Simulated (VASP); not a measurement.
# Tl8Cl7 (a cell with a defect) in VASP: single point with PBE

Aim: the single point of Tl8Cl7 (a cell with a defect) with PBE.

Everything below comes from runs of VASP 6.6.1. Logs are shortened: lines on timing, memory, paths and dates and some standing lists are left out, and cuts for length are marked.

## (1) The cell of the first run

The cell holds a defect, 15 atoms: a = 7.745 Å, b = 7.745 Å, c = 7.745 Å, α = 90.00°, β = 90.00°, γ = 90.00°.

## (2) Single point, PBE

Input file INCAR:

```
SYSTEM = Tl8Cl7
ALGO = Normal
EDIFF = 1E-6
ENCUT = 520
GGA = PE
ISIF = 2
ISMEAR = 1
LASPH = .TRUE.
LCHARG = .TRUE.
LELF = .TRUE.
LREAL = Auto
LVHAR = .TRUE.
LWAVE = .FALSE.
NBANDS = 90
NELM = 100
PREC = Accurate
SIGMA = 0.15
```

Input file KPOINTS:

```
k-points
0
G
  2 2 2
  0 0 0
```

Input file POSCAR:

```
Tl8Cl7
1.0
    7.7454060000      0.0000000000      0.0000000000
    0.0000000000      7.7454060000      0.0000000000
    0.0000000000      0.0000000000      7.7454060000
Tl Cl
8 7
Direct
   -0.0016378741      0.0032299146     -0.0034700570
   -0.0041221855      0.0033174504      0.5037957984
   -0.0058850369      0.4956693038     -0.0019548362
   -0.0039343322      0.4957746566      0.5060544276
    0.5057533459      0.0011830238     -0.0015260659
    0.5030030705      0.0018298589      0.5060901908
    0.5019099063      0.4936567560     -0.0042128198
    0.5039983701      0.4941557615      0.5041011407
    0.2502466623      0.2511315740      0.2511860579
    0.2506166881      0.2487965124      0.7512061989
    0.7506268877      0.7487666883      0.2512938637
    0.2498588195      0.7486781196      0.7513723619
    0.7501254292      0.2483664510      0.2512857299
    0.7503704777      0.2488809496      0.7512910233
    0.7502852659      0.7491418784      0.7509920074
```

Potentials or basis: VASP PAW PBE potentials, release 64 (Tl_d, Cl).

On the command line:

```bash
> cat potpaw_PBE.64/Tl_d/POTCAR potpaw_PBE.64/Cl/POTCAR > POTCAR
> mpirun -np 1 vasp_std > vasp.out
```

OUTCAR:

```text
SYSTEM = Tl8Cl7
   EDIFF = 1E-6
   ENCUT = 520
   GGA = PE
   ISIF = 2
   ISMEAR = 1
   LASPH = .TRUE.
   LREAL = Auto
   NELM = 100
   PREC = Accurate

 ion  position               nearest neighbor table
   1  0.998  0.003  0.997-  14 3.30  10 3.32  15 3.34  13 3.35  12 3.36   9 3.37  11 3.39   3 3.81
                             5 3.82   2 3.82   2 3.93   5 3.93   3 3.93
   2  0.996  0.003  0.504-  14 3.30  13 3.32  15 3.34  10 3.34  11 3.36   9 3.38  12 3.38   4 3.81
                             1 3.82   6 3.82   6 3.93   1 3.93   4 3.93
   3  0.994  0.496  0.998-  14 3.30  15 3.33  13 3.33  11 3.35  10 3.36   9 3.37  12 3.38   4 3.81
                             7 3.81   1 3.81   1 3.93   7 3.93   4 3.93
   4  0.996  0.496  0.506-  14 3.30  15 3.33  10 3.34  13 3.35  12 3.36  11 3.37   9 3.37   3 3.81
                             8 3.81   2 3.81   2 3.93   8 3.93   3 3.93
   5  0.506  0.001  0.998-  14 3.31  15 3.33  13 3.33  10 3.35  11 3.35  12 3.38   9 3.39   6 3.81
                             7 3.81   1 3.82   1 3.93   7 3.93   6 3.93
   6  0.503  0.002  0.506-  14 3.31  10 3.33  15 3.33  13 3.35  12 3.36  11 3.38   9 3.39   8 3.81
                             5 3.81   2 3.82   2 3.93   5 3.93   8 3.93
   7  0.502  0.494  0.996-  14 3.30  10 3.31  15 3.35  13 3.35   9 3.35  12 3.36  11 3.40   8 3.81
                             3 3.81   5 3.81   5 3.93   3 3.93   8 3.94
   8  0.504  0.494  0.504-  14 3.30  13 3.33  10 3.34  15 3.35   9 3.35  11 3.37  12 3.38   7 3.81
                             4 3.81   6 3.81   6 3.93   4 3.93   7 3.94
   9  0.250  0.251  0.251-   7 3.35   8 3.35   4 3.37   3 3.37   1 3.37   2 3.38   6 3.39   5 3.39
[... 9 lines left out ...]
  14  0.750  0.249  0.751-   3 3.30   7 3.30   4 3.30   2 3.30   8 3.30   1 3.30   5 3.31   6 3.31

  15  0.750  0.749  0.751-   5 3.33   4 3.33   3 3.33   6 3.33   2 3.34   1 3.34   8 3.35   7 3.35

  LATTYP: Found a simple cubic cell.
 ALAT       =     7.7454060000

  Lattice vectors:

 A1 = (   7.7454060000,   0.0000000000,   0.0000000000)
 A2 = (   0.0000000000,   7.7454060000,   0.0000000000)
 A3 = (   0.0000000000,   0.0000000000,   7.7454060000)

Analysis of symmetry for initial positions (statically):
=====================================================================
 Subroutine PRICEL returns:
 Original cell was already a primitive cell.

 Routine SETGRP: Setting up the symmetry group for a
 simple cubic supercell.

 Subroutine GETGRP returns: Found  1 space group operations
 (whereof  1 operations were pure point group operations)
 out of a pool of 48 trial point group operations.

The static configuration has the point symmetry C_1 .

Analysis of symmetry for dynamics (positions and initial velocities):
=====================================================================
 Subroutine PRICEL returns:
 Original cell was already a primitive cell.

 Routine SETGRP: Setting up the symmetry group for a
 simple cubic supercell.

 Subroutine GETGRP returns: Found  1 space group operations
 (whereof  1 operations were pure point group operations)
 out of a pool of 48 trial point group operations.

The dynamic configuration has the point symmetry C_1 .

 Subroutine INISYM returns: Found  1 space group operations
 (whereof  1 operations are pure point group operations),
 and found     1 'primitive' translations

----------------------------------------------------------------------------------------

                                     Primitive cell

  volume of cell :     464.6571

  direct lattice vectors                    reciprocal lattice vectors
     7.745406000  0.000000000  0.000000000     0.129108790  0.000000000  0.000000000
     0.000000000  7.745406000  0.000000000     0.000000000  0.129108790  0.000000000
     0.000000000  0.000000000  7.745406000     0.000000000  0.000000000  0.129108790

  length of vectors
     7.745406000  7.745406000  7.745406000     0.129108790  0.129108790  0.129108790

  position of ions in fractional coordinates (direct lattice)
     0.998362126  0.003229915  0.996529943
     0.995877814  0.003317450  0.503795798
     0.994114963  0.495669304  0.998045164
     0.996065668  0.495774657  0.506054428
     0.505753346  0.001183024  0.998473934
     0.503003071  0.001829859  0.506090191
     0.501909906  0.493656756  0.995787180
     0.503998370  0.494155761  0.504101141
     0.250246662  0.251131574  0.251186058
     0.250616688  0.248796512  0.751206199
     0.750626888  0.748766688  0.251293864
     0.249858819  0.748678120  0.751372362
[... 42 lines left out ...]

 Subroutine IBZKPT returns following result:
 ===========================================

 Found      8 irreducible k-points:

 Following reciprocal coordinates:
            Coordinates               Weight
  0.000000  0.000000  0.000000      1.000000
  0.500000  0.000000  0.000000      1.000000
  0.000000  0.500000  0.000000      1.000000
  0.000000  0.000000  0.500000      1.000000
  0.500000  0.500000  0.000000      1.000000
  0.000000  0.500000  0.500000      1.000000
  0.500000  0.000000  0.500000      1.000000
  0.500000  0.500000  0.500000      1.000000
   k-points           NKPTS =      8   k-points in BZ     NKDIM =      8   number of bands    NBANDS=     90
   number of dos      NEDOS =    301   number of ions     NIONS =     15
   total plane-waves  NPLWV = 216000
   dimension x,y,z NGX =    60 NGY =   60 NGZ =   60
   dimension x,y,z NGXF=   120 NGYF=  120 NGZF=  120
   ions per type =               8   7
   NGX,Y,Z   is equivalent  to a cutoff of  12.88, 12.88, 12.88 a.u.
   NGXF,Y,Z  is equivalent  to a cutoff of  25.76, 25.76, 25.76 a.u.
 SYSTEM =  Tl8Cl7
   PREC   = accura    normal or accurate (medium, high low for compatibility)
   ISTART =      0    job   : 0-new  1-cont  2-samecut
   ICHARG =      2    charge: 1-file 2-atom 10-const
   ISPIN  =      1    spin polarized calculation?
   LNONCOLLINEAR =      F non collinear calculations
   LSORBIT =      F    spin-orbit coupling
   LASPH  =      T    aspherical Exc in radial PAW
   ENCUT  =  520.0 eV  38.22 Ry    6.18 a.u.  14.40 14.40 14.40*2*pi/ulx,y,z
   NELM   =    100;   NELMIN=  2; NELMDL= -5     # of ELM steps
   EDIFF  = 0.1E-05   stopping-criterion for ELM
   LREAL  =      T    real-space projection
   EDIFFG = 0.1E-04   stopping-criterion for IOM
   NSW    =      0    number of steps for IOM
   IBRION =     -1    ionic relax: 0-MD 1-quasi-New 2-CG
   NFREE  =      0    steps in history (QN), initial steepest desc. (CG)
   ISIF   =      2    stress and relaxation
   ISYM   =      2    0-nonsym 1-usesym 2-fastsym
   POTIM  = 0.5000    time-step for ionic-motion
   TEBEG  =    0.0;   TEEND  =   0.0 temperature during run
   PSTRESS=    0.0 pullay stress
   NELECT =     153.0000    total number of electrons
   NUPDOWN=      -1.0000    fix difference up-down
   EMIN   =  10.00;   EMAX   =-10.00  energy-range for DOS
   EFERMI =   0.00;   METHOD = LEGACY
   ISMEAR =     1;   SIGMA  =   0.15  broadening in eV -4-tet -1-fermi 0-gaus
   EFERMI_NEDOS =   21; number of points for ismear=-14 and -15
   IALGO  =     38    algorithm
   IMIX   =      4    mixing-type and parameters
     AMIX     =   0.40;   BMIX     =  1.00
     AMIX_MAG =   1.60;   BMIX_MAG =  1.00
  volume/ion in A,a.u.               =      30.98       209.04
  Fermi-wavevector in a.u.,A,eV,Ry     =   1.130475  2.136289 17.387901  1.277975
  Thomas-Fermi vector in A             =   2.267172
   LORBIT       =      0    0 simple, 1 ext, 2 COOP (PROOUT), +10 PAW based schemes
   GGA     = PE    functional components
   LHFCALC =     F    Hartree Fock is set to
   AEXX    =    0.0000 exact exchange contribution
   IVDW    =     0    specifies the selected vdW correction
   LEPSILON=     F    determine dielectric tensor
   LRPA    =     F    only Hartree local field effects (RPA)
 non-spin polarized calculation
 Methfessel and Paxton  Order N= 1 SIGMA  =   0.15
  energy-cutoff  :      520.00
  volume of cell :      464.66
 maximum number of plane-waves:     12568
 NGX is ok and might be reduce to    60
   NGX = 29   NGY = 29   NGZ = 29

 number of electron     153.0000038 magnetization

 Free energy of the ion-electron system (eV)
  ---------------------------------------------------
  ext. energy  EPLUGINS =         0.00000000
  ---------------------------------------------------
  free energy    TOTEN  =       -43.60064710 eV

  energy without entropy =      -43.59232459  energy(sigma->0) =      -43.59787293

 E-fermi :   4.6780     XC(G=0):  -8.7177

 val. band max:        4.2639220025   @ k =   0.0000   0.0000   0.0000
 cond. band min:       4.7141580107   @ k =   0.0000   0.0000   0.5000
 fundamental gap:      0.4502360082
 Fermi energy:         4.6780396100

 k-point     1 :       0.0000    0.0000    0.0000
  band No.  band energies     occupation
      1     -11.6495      2.00000
      2     -11.3591      2.00000
      3     -11.2594      2.00000
      4     -11.2578      2.00000
      5     -11.1554      2.00000
      6     -11.1548      2.00000
[... 717 lines left out ...]
     87       7.0873     -0.00000
     88       7.0888     -0.00000
 [bands above 88 left out]

------------------------ aborting loop because EDIFF is reached ----------------------------------------

  FORCE on cell =-STRESS in cart. coord.  units (eV):
  Direction    XX          YY          ZZ          XY          YZ          ZX
  --------------------------------------------------------------------------------------
  -------------------------------------------------------------------------------------
  Total        0.5815783      0.5881727      0.5949469      0.0004648     -0.0024606     -0.0002183
  in kB        2.0053315      2.0280696      2.0514277      0.0016025     -0.0084845     -0.0007527
  external PRESSURE =       2.0282763 kB  Pullay stress =       0.0000000 kB

 VOLUME and BASIS-vectors are now :
 -----------------------------------------------------------------------------
  energy-cutoff  :      520.00
  volume of cell :      464.66
      direct lattice vectors                 reciprocal lattice vectors
     7.745406000  0.000000000  0.000000000     0.129108790  0.000000000  0.000000000
     0.000000000  7.745406000  0.000000000     0.000000000  0.129108790  0.000000000
     0.000000000  0.000000000  7.745406000     0.000000000  0.000000000  0.129108790

 POSITION                                       TOTAL-FORCE (eV/Angst)
 -----------------------------------------------------------------------------------
      7.73272      0.02502      7.71853        -0.004555      0.004328     -0.003349
      7.71348      0.02570      3.90210        -0.004685      0.003913      0.003508
      7.69982      3.83916      7.73026        -0.003314     -0.004970     -0.002745
      7.71493      3.83998      3.91960        -0.002965     -0.006271      0.001926
      3.91726      0.00916      7.73359         0.004039      0.004058     -0.000698
      3.89596      0.01417      3.91987         0.005324      0.003638      0.000707
      3.88750      3.82357      7.71278         0.006057     -0.002993      0.000886
      3.90367      3.82744      3.90447         0.005280     -0.003346      0.001509
      1.93826      1.94512      1.94554        -0.000606      0.000104     -0.000737
      1.94113      1.92703      5.81840        -0.002066     -0.002378     -0.000259
      5.81391      5.79950      1.94637         0.000192      0.000640     -0.001365
      1.93526      5.79882      5.81968         0.002630      0.001837      0.000003
      5.81003      1.92370      1.94631        -0.001127      0.001433     -0.000937
      5.81192      1.92768      5.81905        -0.001337     -0.000635     -0.000608
      5.81126      5.80241      5.81674        -0.002867      0.000641      0.002160
 -----------------------------------------------------------------------------------
    total drift:                                0.002140      0.007407     -0.004497

  FREE ENERGIE OF THE ION-ELECTRON SYSTEM (eV)
  ---------------------------------------------------
  free  energy   TOTEN  =       -43.6006470989 eV

  energy  without entropy=      -43.5923245944  energy(sigma->0) =      -43.59787293
```

Wall time 7.2 min (1 thread of Intel Xeon Platinum 8488C (Sapphire Rapids), shared host); peak memory 0.57 GiB.

What came out:

```
Free energy            : -43.6006 eV
Pressure               : 0.2 GPa
Largest force          : 0.007 eV/Å
Band gap on the k mesh : zero (an odd number of electrons rules out a gap without spin polarisation)
```

Forces on the atoms (eV/Å):
```
Tl  -0.005  0.004 -0.003
Tl  -0.005  0.004  0.004
Tl  -0.003 -0.005 -0.003
Tl  -0.003 -0.006  0.002
Tl   0.004  0.004 -0.001
Tl   0.005  0.004  0.001
Tl   0.006 -0.003  0.001
Tl   0.005 -0.003  0.002
Cl  -0.001  0.000 -0.001
Cl  -0.002 -0.002  0.000
Cl   0.000  0.001 -0.001
Cl   0.003  0.002  0.000
Cl  -0.001  0.001 -0.001
Cl  -0.001 -0.001 -0.001
Cl  -0.003  0.001  0.002
```

Levels at points of the mesh, in eV from the Fermi level:
```
           k point  band 73  band 74  band 75  band 76  band 77  band 78  band 79  band 80
(0.00, 0.00, 0.00)    -3.53    -2.72    -2.72    -2.72    -1.21    -0.41    -0.41     0.09
(0.50, 0.00, 0.00)    -3.54    -3.54    -3.51    -3.51     0.04     0.18     0.71     0.71
(0.00, 0.50, 0.00)    -3.54    -3.54    -3.51    -3.51     0.04     0.18     0.71     0.71
(0.00, 0.00, 0.50)    -3.54    -3.54    -3.52    -3.51     0.04     0.18     0.71     0.71
(0.50, 0.50, 0.00)    -3.35    -3.35    -3.03    -3.01     0.43     0.61     0.61     1.19
(0.00, 0.50, 0.50)    -3.35    -3.35    -3.03    -3.01     0.44     0.61     0.61     1.19
(0.50, 0.00, 0.50)    -3.35    -3.35    -3.03    -3.01     0.44     0.61     0.61     1.19
(0.50, 0.50, 0.50)    -3.20    -3.20    -3.19    -3.15     1.25     1.26     1.26     1.35
```

Caveat: the k points lie up to 0.41 Å⁻¹ apart, too coarse for converged energies and pressures of a metal; spin-orbit coupling is left out, which moves the levels of the heavy elements; an odd number of electrons without spin polarisation forces a metal; a magnetic or distorted state may lie lower.

The gap in the log of VASP goes by the Fermi energy; the results here count the filled bands.